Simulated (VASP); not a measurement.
# PtS2 (C2/m) in VASP: single point with PBEsol+U

Aim: the single point of PtS2 with PBEsol+U.

Program: VASP 6.6.1. These are calculated values, not measurements. Logs are shortened: lines on timing, memory, paths and dates and some standing lists are left out, and cuts for length are marked.

### Step 1. The cell of the first run

Symmetry: C2/m, No. 12, monoclinic system. Conventional cell: a = 6.233 Å, b = 3.821 Å, c = 4.395 Å, α = 90.00°, β = 90.04°, γ = 90.00°. Within 3.1 Å of Pt (site symmetry 2/m) lie 6 S at 2.32 to 2.58 Å. Within 3.1 Å of S (site symmetry m) lie 3 Pt at 2.32 to 2.58 Å and 3 S at 2.77 to 2.99 Å.

### Step 2. Single point, PBEsol+U, non-collinear spin, twin_end start, moments held on the sites

File INCAR:

```
  PREC = Accurate
  ENCUT = 500
  EDIFF = 1E-6
  ISMEAR = 0
  SIGMA = 0.05
  LREAL = False
  LASPH = True
  NELM = 200
  ALGO = Normal
  ISIF = 2
  LWAVE = False
  LCHARG = False
  LNONCOLLINEAR = True
  MAGMOM = 0 0 1.2 0 0 -0.13 0 0 -0.13
  LORBIT = 11
  I_CONSTRAINED_M = 2
  LAMBDA = 10
  M_CONSTR = 0.354 0.354 0 0 0 0 0 0 0
  RWIGS = 1.36 1.05
  ISYM = -1
  AMIX = 0.2
  BMIX = 1E-4
  AMIX_MAG = 0.8
  BMIX_MAG = 1E-4
  LMAXMIX = 4
  LDAU = True
  LDAUTYPE = 2
  LDAUL = 2 -1
  LDAUU = 1 0
  LDAUJ = 0 0
  LDAUPRINT = 1
  GGA = PS
  NBANDS = 35
  GGA_COMPAT = False
```

File KPOINTS:

```
regular mesh
0
Gamma
  6 6 4
```

File POSCAR:

```
PtS2
1.0
    3.1165126000     -1.9104842100      0.0000000000
    3.1165126000      1.9104842100      0.0000000000
   -0.0030682400      0.0000000000      4.3949362900
Pt S
1 2
Direct
    0.0000000000      0.0000000000      0.0000000000
    0.6879000000      0.6879000000      0.2889000000
    0.3121000000      0.3121000000      0.7111000000
```

Potentials or basis: VASP PAW PBE potentials, release 64 (Pt, S).

On the command line:

```bash
> cat potpaw_PBE.64/Pt/POTCAR potpaw_PBE.64/S/POTCAR > POTCAR
> mpirun -np 1 vasp_ncl > vasp.out
```

OUTCAR:

```text
PREC = Accurate
   ENCUT = 500
   EDIFF = 1E-6
   ISMEAR = 0
   LREAL = False
   LASPH = True
   NELM = 200
   ISIF = 2
   LNONCOLLINEAR = True
   LORBIT = 11
   ISYM = -1
   AMIX = 0.2
   AMIX_MAG = 0.8
   GGA = PS

 ion  position               nearest neighbor table
   1  0.000  0.000  0.000-   2 2.32   3 2.32   2 2.58   2 2.58   3 2.58   3 2.58
   2  0.688  0.688  0.289-   1 2.32   1 2.58   1 2.58
   3  0.312  0.312  0.711-   1 2.32   1 2.58   1 2.58

IMPORTANT INFORMATION: All symmetrisations will be switched off!
NOSYMM: (Re-)initialisation of all symmetry stuff for point group C_1.

----------------------------------------------------------------------------------------

                                     Primitive cell

  volume of cell :      52.3353

  direct lattice vectors                    reciprocal lattice vectors
     3.116512600 -1.910484210  0.000000000     0.160435738 -0.261713757  0.000112005
     3.116512600  1.910484210  0.000000000     0.160435738  0.261713757  0.000112005
    -0.003068240  0.000000000  4.394936290     0.000000000  0.000000000  0.227534584

  length of vectors
     3.655489119  3.655489119  4.394937361     0.306975128  0.306975128  0.227534584

  position of ions in fractional coordinates (direct lattice)
     0.000000000  0.000000000  0.000000000
     0.687900000  0.687900000  0.288900000
     0.312100000  0.312100000  0.711100000

  ion indices of the primitive-cell ions
   primitive index   ion index
                 1           1
                 2           2
                 3           3

----------------------------------------------------------------------------------------

 KPOINTS: regular mesh

Automatic generation of k-mesh.
 Grid dimensions read from file:
 generate k-points for:    6    6    4

 Generating k-lattice:

  Cartesian coordinates                     Fractional coordinates (reciprocal lattice)
     0.026739290 -0.043618959  0.000018668     0.166666667  0.000000000  0.000000000
     0.026739290  0.043618959  0.000018668     0.000000000  0.166666667  0.000000000
     0.000000000  0.000000000  0.056883646     0.000000000  0.000000000  0.250000000

  Length of vectors
     0.051162521  0.051162521  0.056883646

[... 143 lines left out ...]
  o =  0.9080  v =  0.5419 -0.4542  0.0001 -0.0000 -0.0001  0.3832 -0.3212  0.0001 -0.0000 -0.0001      0.0000  0.0000  0.0000  0.0000  0.0000  0.3832 -0.3212  0.0001 -0.0000 -0.0001
  o =  0.9114  v =  0.0000 -0.0000 -0.5113 -0.3176 -0.3652  0.0000 -0.0000 -0.3279 -0.2037 -0.2342      0.0000 -0.0000 -0.0475 -0.0295 -0.0340  0.0000 -0.0000 -0.3952 -0.2455 -0.2823

 number of electron      21.9999998 magnetization       0.1641047      0.1640941     -0.0000141

 Free energy of the ion-electron system (eV)
  ---------------------------------------------------
  ext. energy  EPLUGINS =         0.00000000
  ---------------------------------------------------
  free energy    TOTEN  =       -15.27304009 eV

  energy without entropy =      -15.27071829  energy(sigma->0) =      -15.27187919

 E-fermi :   7.0878     XC(G=0): -11.2763

 val. band max:        7.0869724983   @ k =  -0.3333  -0.1667  -0.0000
 cond. band min:       7.0938722103   @ k =   0.1667  -0.3333   0.2500
 fundamental gap:      0.0068997120
 Fermi energy:         7.0878370713

 k-point     1 :       0.0000    0.0000    0.0000
  band No.  band energies     occupation
      1      -8.1662      1.00000
      2      -8.0952      1.00000
      3      -4.3802      1.00000
      4      -4.2381      1.00000
      5      -0.0697      1.00000
      6       0.4540      1.00000
[... 877 lines left out ...]
     33      16.0430      0.00000
     34      16.1522      0.00000

 [... further k-points ...]

 [bands above 34 left out]

------------------------ aborting loop because EDIFF is reached ----------------------------------------

  FORCE on cell =-STRESS in cart. coord.  units (eV):
  Direction    XX          YY          ZZ          XY          YZ          ZX
  --------------------------------------------------------------------------------------
  -------------------------------------------------------------------------------------
  Total       -1.0825314     -5.3634528     -1.3160798     -0.0000304     -0.0000038     -2.0370841
  in kB      -33.1402806   -164.1950759    -40.2900572     -0.0009321     -0.0001149    -62.3626579
  external PRESSURE =     -79.2084712 kB  Pullay stress =       0.0000000 kB

 VOLUME and BASIS-vectors are now :
 -----------------------------------------------------------------------------
  energy-cutoff  :      500.00
  volume of cell :       52.34
      direct lattice vectors                 reciprocal lattice vectors
     3.116512600 -1.910484210  0.000000000     0.160435738 -0.261713757  0.000112005
     3.116512600  1.910484210  0.000000000     0.160435738  0.261713757  0.000112005
    -0.003068240  0.000000000  4.394936290     0.000000000  0.000000000  0.227534584

 POSITION                                       TOTAL-FORCE (eV/Angst)
 -----------------------------------------------------------------------------------
      0.00000      0.00000      0.00000         0.000081     -0.000007     -0.000009
      4.28681      0.00000      1.26970        -0.795187      0.000018     -0.991248
      1.94315      0.00000      3.12524         0.795106     -0.000011      0.991257
 -----------------------------------------------------------------------------------
    total drift:                                0.000045      0.000073     -0.000038

  FREE ENERGIE OF THE ION-ELECTRON SYSTEM (eV)
  ---------------------------------------------------
  free  energy   TOTEN  =       -15.2730400883 eV

  energy  without entropy=      -15.2707182921  energy(sigma->0) =      -15.27187919

 total charge

# of ion       s       p       d       tot
------------------------------------------
    1        0.646   0.615   8.023   9.284
    2        1.374   2.169   0.000   3.543
    3        1.374   2.169   0.000   3.543
--------------------------------------------------
tot          3.394   4.952   8.023  16.370

 magnetization (x)

# of ion       s       p       d       tot
------------------------------------------
    1        0.008   0.011   0.381   0.401
    2        0.002  -0.077   0.000  -0.075
    3        0.002  -0.077   0.000  -0.075
--------------------------------------------------
tot          0.012  -0.142   0.381   0.251

 magnetization (y)

# of ion       s       p       d       tot
------------------------------------------
    1        0.008   0.011   0.381   0.401
    2        0.002  -0.077   0.000  -0.075
    3        0.002  -0.077   0.000  -0.075
--------------------------------------------------
tot          0.012  -0.142   0.381   0.251

 magnetization (z)

# of ion       s       p       d       tot
------------------------------------------
    1        0.000   0.000   0.000   0.000
    2       -0.000   0.000   0.000  -0.000
    3        0.000  -0.000   0.000  -0.000
--------------------------------------------------
tot          0.000   0.000   0.000   0.000
```

OSZICAR:

```text
N       E                     dE             d eps       ncg     rms          rms(c)

 E_p =  0.52333E+01  lambda =  0.100E+02
<lVp>=  0.54540E+01
 DBL = -0.22067E+00
 ion        MW_int                 M_int
  1  0.000  0.000  0.522    0.000  0.000  0.987
  2  0.000  0.000 -0.024    0.000  0.000 -0.063
  3  0.000  0.000 -0.024    0.000  0.000 -0.063
DAV:   1     0.978189110869E+02    0.97819E+02   -0.10026E+04 10088   0.110E+03

 E_p =  0.52333E+01  lambda =  0.100E+02
<lVp>=  0.54540E+01
 DBL = -0.22067E+00
 ion        MW_int                 M_int
  1  0.000  0.000  0.522    0.000  0.000  0.987
  2  0.000  0.000 -0.024    0.000  0.000 -0.063
  3  0.000  0.000 -0.024    0.000  0.000 -0.063
DAV:   2    -0.300142493302E+02   -0.12783E+03   -0.12082E+03 12020   0.236E+02
[... 433 lines left out ...]
 E_p =  0.85231E-01  lambda =  0.100E+02
<lVp>= -0.75391E+00
 DBL =  0.83914E+00
 ion        MW_int                 M_int
  1  0.289  0.289 -0.000    0.448  0.448 -0.000
  2 -0.026 -0.026 -0.000   -0.079 -0.079 -0.000
  3 -0.026 -0.026 -0.000   -0.079 -0.079 -0.000
DAV:  51    -0.152730400883E+02    0.24949E-06   -0.81221E-06 10467   0.278E-02
   1 F= -.15273040E+02 E0= -.15271879E+02  d E =-.232180E-02  mag=     0.1641     0.1641    -0.0000

 E_p =  0.85231E-01  lambda =  0.100E+02
 ion             lambda*MW_perp
  1  -0.13056E+01  -0.13056E+01  -0.86082E-05
```

stdout:

```text
POSCAR found type information on POSCAR PtS
 POSCAR found :  2 types and       3 ions
 scaLAPACK will be used
 -----------------------------------------------------------------------------
|                                                                             |
|                                                                             |
|     You enforced a specific xc type in the INCAR file but a different       |
|     I HOPE YOU KNOW WHAT YOU ARE DOING!                                     |
|                                                                             |
 -----------------------------------------------------------------------------

 LDA part: xc-table for (Slater+PW92), standard interpolation
 POSCAR, INCAR and KPOINTS ok, starting setup
 FFT: planning ... GRIDC
 FFT: planning ... GRID_SOFT
 FFT: planning ... GRID
 WAVECAR not read
 entering main loop
```

Wall time 13 min (1 thread of Intel Xeon 6975P-C (Granite Rapids), shared host); peak memory 0.53 GiB.

Results:

| Item | Value |
| --- | --- |
| Free energy | -15.2730 eV |
| Largest force | 1.271 eV/Å |
| Band gap on the k mesh | zero (bands 22 and 23 overlap by 1.10 eV) |
| Net moment | 0.23 μB per cell |
| Valence electrons inside the program's atomic spheres | Pt 9.28; S 3.54 |

Forces in eV/Å, atoms in the order of the input:
```
Pt   0.000  0.000  0.000
S   -0.795  0.000 -0.991
S    0.795  0.000  0.991
```

Levels at points of the mesh, in eV from the Fermi level:
| k point | band 19 | band 20 | band 21 | band 22 | band 23 | band 24 | band 25 | band 26 |
| --- | --- | --- | --- | --- | --- | --- | --- | --- |
| (0.00, 0.00, 0.00) | -0.56 | -0.43 | -0.29 | 0.50 | 0.68 | 0.77 | 0.82 | 1.70 |
| (0.50, 0.00, 0.00) | -2.61 | -1.92 | -1.75 | -1.61 | -0.13 | 1.41 | 2.45 | 3.33 |
| (0.00, 0.50, 0.00) | -2.61 | -1.92 | -1.75 | -1.61 | -0.13 | 1.41 | 2.45 | 3.33 |
| (0.50, 0.50, 0.00) | -2.47 | -2.35 | -1.82 | -1.65 | 0.86 | 2.07 | 2.07 | 2.97 |
| (0.00, 0.00, 0.50) | -1.82 | -1.80 | -1.72 | -1.04 | 1.96 | 2.13 | 2.99 | 3.13 |
| (0.50, 0.00, 0.50) | -1.68 | -1.58 | -0.31 | -0.18 | 0.00 | 1.19 | 1.69 | 2.63 |
| (0.00, 0.50, 0.50) | -1.68 | -1.58 | -0.31 | -0.18 | 0.00 | 1.19 | 1.69 | 2.63 |
| (0.50, 0.50, 0.50) | -1.82 | -1.57 | -1.50 | -1.44 | -0.60 | 0.80 | 1.03 | 2.34 |

Moments on the atoms (μB; x, y, z):
```
Pt   0.40  0.40  0.00
S   -0.07 -0.07  0.00
S   -0.07 -0.07  0.00
```

Caveat: moments held by a penalty; a moment this small can come from the mesh or the smearing; the PAW data sets were made with another functional, which shifts forces and pressure a little; spin-orbit coupling is left out, which moves the levels of the heavy elements.
